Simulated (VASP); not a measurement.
# BaTiO3 (Pm-3m) in VASP: a series of runs

The runs below take BaTiO3 through relaxation of cell and atoms, single point, with LDA, r2SCAN0.

Everything below comes from runs of VASP 6.6.1. Logs are shortened: lines on timing, memory, paths and dates and some standing lists are left out, and cuts for length are marked.

### 1 The cell of the first run

It takes space group Pm-3m (No. 221, cubic). Conventional cell: a = 4.019 Å, b = 4.019 Å, c = 4.019 Å, α = 90.00°, β = 90.00°, γ = 90.00°. Within 3.7 Å of Ba (site symmetry m-3m) lie 12 O at 2.84 Å and 8 Ti at 3.48 Å. Within 2.7 Å of Ti (site symmetry m-3m) lie 6 O at 2.01 Å. O (site symmetry 4/mmm) has 2 Ti at 2.01 Å within 2.7 Å.

### 2 Relaxation of cell and atoms, LDA

File INCAR:

```
SYSTEM = BaTiO3
PREC     = Accurate       ! precision mode
ENCUT    = 600            ! plane-wave cutoff, eV
EDIFF    = 1E-6           ! SCF threshold, eV
ISMEAR   = -1             ! smearing method
SIGMA    = 0.02           ! smearing width, eV
LREAL    = .FALSE.        ! projectors in reciprocal space
LASPH    = .TRUE.         ! aspherical terms in the spheres
NELM     = 80             ! most SCF steps
ALGO     = Normal         ! electronic algorithm
ISIF     = 3              ! what is computed and relaxed
LWAVE    = .FALSE.        ! write WAVECAR
LCHARG   = .FALSE.        ! write CHGCAR
GGA      = CA             ! functional
IBRION   = 2              ! ionic algorithm
NSW      = 80             ! ionic steps
EDIFFG   = -0.005         ! ionic threshold
```

File KPOINTS:

```
regular mesh
0
G
  6 6 6
  0 0 0
```

File POSCAR:

```
BaTiO3
1.0
    4.0192506699      0.0000000000      0.0000000000
    0.0000000000      4.0192506699      0.0000000000
    0.0000000000      0.0000000000      4.0192506699
Ba Ti O
1 1 3
Direct
    0.5000000000      0.5000000000      0.5000000000
    0.0000000000      0.0000000000      0.0000000000
    0.5000000000      0.0000000000      0.0000000000
    0.0000000000      0.5000000000      0.0000000000
    0.0000000000      0.0000000000      0.5000000000
```

Potentials or basis: VASP PAW LDA potentials, release 64 (Ba_sv, Ti_sv, O).

On the command line:

```bash
cat potpaw_LDA.64/Ba_sv/POTCAR potpaw_LDA.64/Ti_sv/POTCAR potpaw_LDA.64/O/POTCAR > POTCAR
mpirun -np 1 vasp_std > vasp.out
```

OUTCAR:

```text
SYSTEM = BaTiO3
   PREC = Accurate
   ENCUT = 600
   EDIFF = 1E-6
   ISMEAR = -1
   LREAL = .FALSE.
   LASPH = .TRUE.
   NELM = 80
   ISIF = 3
   GGA = CA
   IBRION = 2
   NSW = 80
   EDIFFG = -0.005

 ion  position               nearest neighbor table
   1  0.500  0.500  0.500-   3 2.84   4 2.84   5 2.84   3 2.84   4 2.84   3 2.84   5 2.84   3 2.84
                             4 2.84   5 2.84   4 2.84   5 2.84   2 3.48   2 3.48   2 3.48   2 3.48
   2  0.000  0.000  0.000-   3 2.01   4 2.01   5 2.01   5 2.01   4 2.01   3 2.01   1 3.48   1 3.48
                             1 3.48   1 3.48   1 3.48   1 3.48   1 3.48   1 3.48
   3  0.500  0.000  0.000-   2 2.01   2 2.01   1 2.84   1 2.84   1 2.84   1 2.84
   4  0.000  0.500  0.000-   2 2.01   2 2.01   1 2.84   1 2.84   1 2.84   1 2.84
   5  0.000  0.000  0.500-   2 2.01   2 2.01   1 2.84   1 2.84   1 2.84   1 2.84

  LATTYP: Found a simple cubic cell.
 ALAT       =     4.0192506699

  Lattice vectors:

 A1 = (   4.0192506699,   0.0000000000,   0.0000000000)
 A2 = (   0.0000000000,   4.0192506699,   0.0000000000)
 A3 = (   0.0000000000,   0.0000000000,   4.0192506699)

Analysis of symmetry for initial positions (statically):
=====================================================================
 Subroutine PRICEL returns:
 Original cell was already a primitive cell.

 Routine SETGRP: Setting up the symmetry group for a
 simple cubic supercell.

 Subroutine GETGRP returns: Found 48 space group operations
 (whereof 48 operations were pure point group operations)
 out of a pool of 48 trial point group operations.

The static configuration has the point symmetry O_h .

Analysis of symmetry for dynamics (positions and initial velocities):
=====================================================================
 Subroutine PRICEL returns:
 Original cell was already a primitive cell.

 Routine SETGRP: Setting up the symmetry group for a
 simple cubic supercell.

 Subroutine GETGRP returns: Found 48 space group operations
 (whereof 48 operations were pure point group operations)
 out of a pool of 48 trial point group operations.

The dynamic configuration has the point symmetry O_h .

 Subroutine INISYM returns: Found 48 space group operations
 (whereof 48 operations are pure point group operations),
 and found     1 'primitive' translations

----------------------------------------------------------------------------------------

                                     Primitive cell

  volume of cell :      64.9285

  direct lattice vectors                    reciprocal lattice vectors
     4.019250670  0.000000000  0.000000000     0.248802596  0.000000000  0.000000000
     0.000000000  4.019250670  0.000000000     0.000000000  0.248802596  0.000000000
     0.000000000  0.000000000  4.019250670     0.000000000  0.000000000  0.248802596

  length of vectors
     4.019250670  4.019250670  4.019250670     0.248802596  0.248802596  0.248802596

  position of ions in fractional coordinates (direct lattice)
     0.500000000  0.500000000  0.500000000
     0.000000000  0.000000000  0.000000000
     0.500000000  0.000000000  0.000000000
     0.000000000  0.500000000  0.000000000
     0.000000000  0.000000000  0.500000000

  ion indices of the primitive-cell ions
   primitive index   ion index
                 1           1
                 2           2
                 3           3
                 4           4
                 5           5

----------------------------------------------------------------------------------------

 KPOINTS: regular mesh

Automatic generation of k-mesh.
 Grid dimensions read from file:
 generate k-points for:    6    6    6

 Generating k-lattice:

  Cartesian coordinates                     Fractional coordinates (reciprocal lattice)
     0.041467099  0.000000000  0.000000000     0.166666667  0.000000000  0.000000000
     0.000000000  0.041467099  0.000000000     0.000000000  0.166666667  0.000000000
     0.000000000  0.000000000  0.041467099     0.000000000  0.000000000  0.166666667

  Length of vectors
     0.041467099  0.041467099  0.041467099

  Shift w.r.t. Gamma in fractional coordinates (k-lattice)
     0.000000000  0.000000000  0.000000000

 Subroutine IBZKPT returns following result:
 ===========================================

 Found     20 irreducible k-points:

 Following reciprocal coordinates:
            Coordinates               Weight
  0.000000  0.000000  0.000000      1.000000
  0.166667  0.000000  0.000000      6.000000
  0.333333  0.000000  0.000000      6.000000
  0.500000  0.000000  0.000000      3.000000
  0.166667  0.166667  0.000000     12.000000
  0.333333  0.166667  0.000000     24.000000
[... 12 lines left out ...]
  0.500000  0.500000  0.333333      6.000000
  0.500000  0.500000  0.500000      1.000000
   k-points           NKPTS =     20   k-points in BZ     NKDIM =     20   number of bands    NBANDS=     24
   number of dos      NEDOS =    301   number of ions     NIONS =      5
   total plane-waves  NPLWV =  32768
   dimension x,y,z NGX =    32 NGY =   32 NGZ =   32
   dimension x,y,z NGXF=    64 NGYF=   64 NGZF=   64
   ions per type =               1   1   3
   NGX,Y,Z   is equivalent  to a cutoff of  13.24, 13.24, 13.24 a.u.
   NGXF,Y,Z  is equivalent  to a cutoff of  26.47, 26.47, 26.47 a.u.
 SYSTEM =  BaTiO3
   PREC   = accura    normal or accurate (medium, high low for compatibility)
   ISTART =      0    job   : 0-new  1-cont  2-samecut
   ICHARG =      2    charge: 1-file 2-atom 10-const
   ISPIN  =      1    spin polarized calculation?
   LNONCOLLINEAR =      F non collinear calculations
   LSORBIT =      F    spin-orbit coupling
   LASPH  =      T    aspherical Exc in radial PAW
   ENCUT  =  600.0 eV  44.10 Ry    6.64 a.u.   8.03  8.03  8.03*2*pi/ulx,y,z
   NELM   =     80;   NELMIN=  2; NELMDL= -5     # of ELM steps
   EDIFF  = 0.1E-05   stopping-criterion for ELM
   LREAL  =      F    real-space projection
   EDIFFG = -.5E-02   stopping-criterion for IOM
   NSW    =     80    number of steps for IOM
   IBRION =      2    ionic relax: 0-MD 1-quasi-New 2-CG
   NFREE  =      1    steps in history (QN), initial steepest desc. (CG)
   ISIF   =      3    stress and relaxation
   ISYM   =      2    0-nonsym 1-usesym 2-fastsym
   POTIM  = 0.5000    time-step for ionic-motion
   TEBEG  =    0.0;   TEEND  =   0.0 temperature during run
   PSTRESS=    0.0 pullay stress
   NELECT =      40.0000    total number of electrons
   NUPDOWN=      -1.0000    fix difference up-down
   EMIN   =  10.00;   EMAX   =-10.00  energy-range for DOS
   EFERMI =   0.00;   METHOD = LEGACY
   ISMEAR =    -1;   SIGMA  =   0.02  broadening in eV -4-tet -1-fermi 0-gaus
   EFERMI_NEDOS =   21; number of points for ismear=-14 and -15
   IALGO  =     38    algorithm
   IMIX   =      4    mixing-type and parameters
     AMIX     =   0.40;   BMIX     =  1.00
     AMIX_MAG =   1.60;   BMIX_MAG =  1.00
  volume/ion in A,a.u.               =      12.99        87.63
  Fermi-wavevector in a.u.,A,eV,Ry     =   1.392996  2.632380 26.401244  1.940437
  Thomas-Fermi vector in A             =   2.516684
   LORBIT       =      0    0 simple, 1 ext, 2 COOP (PROOUT), +10 PAW based schemes
   GGA     = CA    functional components
   LHFCALC =     F    Hartree Fock is set to
   AEXX    =    0.0000 exact exchange contribution
   IVDW    =     0    specifies the selected vdW correction
   LEPSILON=     F    determine dielectric tensor
   LRPA    =     F    only Hartree local field effects (RPA)
 conjugate gradient relaxation of ions
 non-spin polarized calculation
  energy-cutoff  :      600.00
  volume of cell :       64.93
 maximum number of plane-waves:      2192
   NGX = 17   NGY = 17   NGZ = 17

--------------------------------------- Ionic step        1  -------------------------------------------

 number of electron      40.0000006 magnetization

 Free energy of the ion-electron system (eV)
  ---------------------------------------------------
  ext. energy  EPLUGINS =         0.00000000
  ---------------------------------------------------
  free energy    TOTEN  =       -44.07207849 eV

  energy without entropy =      -44.07207849  energy(sigma->0) =      -44.07207849

------------------------ aborting loop because EDIFF is reached ----------------------------------------

  FORCE on cell =-STRESS in cart. coord.  units (eV):
  Direction    XX          YY          ZZ          XY          YZ          ZX
  --------------------------------------------------------------------------------------
  -------------------------------------------------------------------------------------
  Total       -3.6515077     -3.6515077     -3.6515077      0.0000000      0.0000000      0.0000000
  in kB      -90.1047160    -90.1047160    -90.1047160      0.0000000      0.0000000      0.0000000
  external PRESSURE =     -90.1047160 kB  Pullay stress =       0.0000000 kB

 VOLUME and BASIS-vectors are now :
 -----------------------------------------------------------------------------
  energy-cutoff  :      600.00
  volume of cell :       64.93
      direct lattice vectors                 reciprocal lattice vectors
     4.019250670  0.000000000  0.000000000     0.248802596  0.000000000  0.000000000
     0.000000000  4.019250670  0.000000000     0.000000000  0.248802596  0.000000000
     0.000000000  0.000000000  4.019250670     0.000000000  0.000000000  0.248802596
[... 118 lines left out ...]
 POSITION                                       TOTAL-FORCE (eV/Angst)
 -----------------------------------------------------------------------------------
      1.97451      1.97451      1.97451         0.000000     -0.000000     -0.000000
      0.00000      0.00000      0.00000        -0.000000      0.000000      0.000000
      1.97451      0.00000      0.00000        -0.000000     -0.000000      0.000000
      0.00000      1.97451     -0.00000        -0.000000     -0.000000      0.000000
      0.00000      0.00000      1.97451        -0.000000      0.000000      0.000000
 -----------------------------------------------------------------------------------
    total drift:                                0.000000      0.000000     -0.000000

  FREE ENERGIE OF THE ION-ELECTRON SYSTEM (eV)
  ---------------------------------------------------
  free  energy   TOTEN  =       -44.1698397790 eV

  energy  without entropy=      -44.1698397789  energy(sigma->0) =      -44.16983978

--------------------------------------- Ionic step        5  -------------------------------------------

 number of electron      39.9999975 magnetization

 Free energy of the ion-electron system (eV)
  ---------------------------------------------------
  ext. energy  EPLUGINS =         0.00000000
  ---------------------------------------------------
  free energy    TOTEN  =       -44.16984111 eV

  energy without entropy =      -44.16984111  energy(sigma->0) =      -44.16984111

 E-fermi :   4.4436     XC(G=0): -11.9401

 val. band max:        3.8362080358   @ k =   0.5000   0.5000   0.5000
 cond. band min:       5.5662068407   @ k =   0.0000   0.0000   0.0000
 fundamental gap:      1.7299988049
 Fermi energy:         4.4435844415

 k-point     1 :       0.0000    0.0000    0.0000
  band No.  band energies     occupation
      1     -51.8851      2.00000
      2     -28.5232      2.00000
      3     -28.5232      2.00000
      4     -28.5232      2.00000
      5     -20.7405      2.00000
      6     -12.8316      2.00000
[... 16 lines left out ...]
     23       5.5662      0.00000
     24       8.0492      0.00000
[... 533 lines left out ...]
 POSITION                                       TOTAL-FORCE (eV/Angst)
 -----------------------------------------------------------------------------------
      1.97512      1.97512      1.97512         0.000000      0.000000      0.000000
      3.95024      0.00000     -0.00000         0.000000      0.000000      0.000000
      1.97512      3.95024     -0.00000         0.000000     -0.000000      0.000000
      3.95024      1.97512     -0.00000        -0.000000      0.000000      0.000000
      3.95024      0.00000      1.97512         0.000000      0.000000      0.000000
 -----------------------------------------------------------------------------------
    total drift:                                0.000000     -0.000000     -0.000000

  FREE ENERGIE OF THE ION-ELECTRON SYSTEM (eV)
  ---------------------------------------------------
  free  energy   TOTEN  =       -44.1698411082 eV

  energy  without entropy=      -44.1698411082  energy(sigma->0) =      -44.16984111

 reached required accuracy - stopping structural energy minimisation
```

Run time: 2.2 min. Hardware: 1 thread of Intel Xeon 8259CL, shared host; peak memory 0.19 GiB.

Results:

```
Free energy                           : -44.1698 eV
Relaxed volume                        : 12.33 Å³/atom
Relaxed cell                          : a = 3.950 Å, b = 3.950 Å, c = 3.950 Å, α = 90.00°, β = 90.00°, γ = 90.00°
Space group after relaxing (to 0.1 Å) : Pm-3m (No. 221)
Energy gained by relaxing             : 19.6 meV/atom
Ionic steps                           : 5
Pressure after relaxing               : 0.0 GPa
Band gap on the k mesh                : 1.73 eV (least direct gap 1.83 eV)
```

The path:
```
step  energy change (eV)  largest force (eV/Å)  pressure (GPa)  volume (Å³)
   1              0.0000                0.0000           -9.01        64.93
   2              0.0214                0.0000           12.15        58.30
   3             -0.0978                0.0000           -0.09        61.65
   4             -0.0978                0.0000            0.09        61.58
   5             -0.0978                0.0000           -0.02        61.64
```

Final structure:
```xyz
5
Lattice="3.9502 0.0000 0.0000 0.0000 3.9502 0.0000 0.0000 0.0000 3.9502" Properties=species:S:1:pos:R:3 pbc="T T T"
Ba    1.9751    1.9751    1.9751
Ti    3.9502    0.0000    0.0000
O     1.9751    3.9502    0.0000
O     3.9502    1.9751    0.0000
O     3.9502    0.0000    1.9751
```

Levels at points of the mesh, in eV from the valence-band top:
| k point | band 17 | band 18 | band 19 | band 20 | band 21 | band 22 | band 23 | band 24 |
| --- | --- | --- | --- | --- | --- | --- | --- | --- |
| (0.00, 0.00, 0.00) | -1.18 | -0.10 | -0.10 | -0.10 | 1.73 | 1.73 | 1.73 | 4.21 |
| (0.50, 0.00, 0.00) | -1.91 | -1.91 | -0.72 | -0.72 | 1.91 | 3.66 | 3.66 | 4.23 |
| (0.50, 0.50, 0.00) | -1.71 | -0.84 | -0.84 | -0.10 | 3.67 | 3.67 | 4.09 | 5.13 |
| (0.50, 0.50, 0.50) | -2.39 | 0.00 | 0.00 | 0.00 | 4.39 | 4.39 | 4.39 | 6.84 |

Caveat: spin-orbit coupling is left out, which moves the levels of the heavy elements. LDA usually gives volumes a few per cent too small.

### 3 Single point, r2SCAN0

This run uses another cell than the first one, of 12.74 Å³/atom.

Changes to POSCAR since step 2:

```diff
@@ -2,5 +2,5 @@
 1.0
-    4.0192506699      0.0000000000      0.0000000000
-    0.0000000000      4.0192506699      0.0000000000
-    0.0000000000      0.0000000000      4.0192506699
+    3.9940959787      0.0000000000      0.0000000000
+    0.0000000000      3.9940959787      0.0000000000
+    0.0000000000      0.0000000000      3.9940959787
 Ba Ti O
```

File INCAR.step1:

```
PREC = Accurate
ENCUT = 520
EDIFF = 1E-5
ISMEAR = 0
SIGMA = 0.01
LREAL = False
LASPH = True
NELM = 60
ALGO = Normal
ISIF = 2
LWAVE = True
LCHARG = False
NBANDS = 28
GGA = PE
```

File INCAR.step2:

```
PREC = Accurate
ENCUT = 520
EDIFF = 1E-6
ISMEAR = 0
SIGMA = 0.01
LREAL = False
LASPH = True
NELM = 60
ALGO = Normal
ISIF = 2
LWAVE = False
LCHARG = False
METAGGA = R2SCAN
LHFCALC = True
AEXX = 0.25
LMIXTAU = True
PRECFOCK = Fast
NBANDS = 28
ISTART = 1
```

File KPOINTS:

```
regular mesh
0
Gamma
  4 4 4
```

Potentials or basis: VASP PAW PBE potentials, release 64 (Ba_sv, Ti_sv, O).

On the command line:

```bash
cat potpaw_PBE.64/Ba_sv/POTCAR potpaw_PBE.64/Ti_sv/POTCAR potpaw_PBE.64/O/POTCAR > POTCAR
cp INCAR.step1 INCAR
mpirun -np 1 vasp_std > vasp.out
cp INCAR.step2 INCAR
mpirun -np 1 vasp_std > vasp.out
```

It took 31 min on 1 thread of Oxide Virtual Turin-like, shared host; peak memory 0.16 GiB.

It converged, with:

```
Free energy            : -77.0858 eV
Pressure               : -2.1 GPa
Band gap on the k mesh : 4.23 eV (least direct gap 4.34 eV)
```

Levels at points of the mesh, in eV from the valence-band top:
| k point | band 17 | band 18 | band 19 | band 20 | band 21 | band 22 | band 23 | band 24 |
| --- | --- | --- | --- | --- | --- | --- | --- | --- |
| (0.00, 0.00, 0.00) | -1.20 | -0.11 | -0.11 | -0.11 | 4.23 | 4.23 | 4.23 | 6.29 |
| (0.50, 0.00, 0.00) | -1.93 | -1.93 | -0.77 | -0.77 | 4.41 | 6.17 | 6.17 | 6.30 |
| (0.50, 0.50, 0.00) | -1.94 | -0.92 | -0.92 | -0.09 | 6.19 | 6.19 | 6.73 | 7.30 |
| (0.50, 0.50, 0.50) | -2.53 | 0.00 | 0.00 | 0.00 | 7.00 | 7.00 | 7.00 | 9.62 |

Caveat: the PAW data sets were made with another functional, which shifts forces and pressure a little; spin-orbit coupling is left out, which moves the levels of the heavy elements.
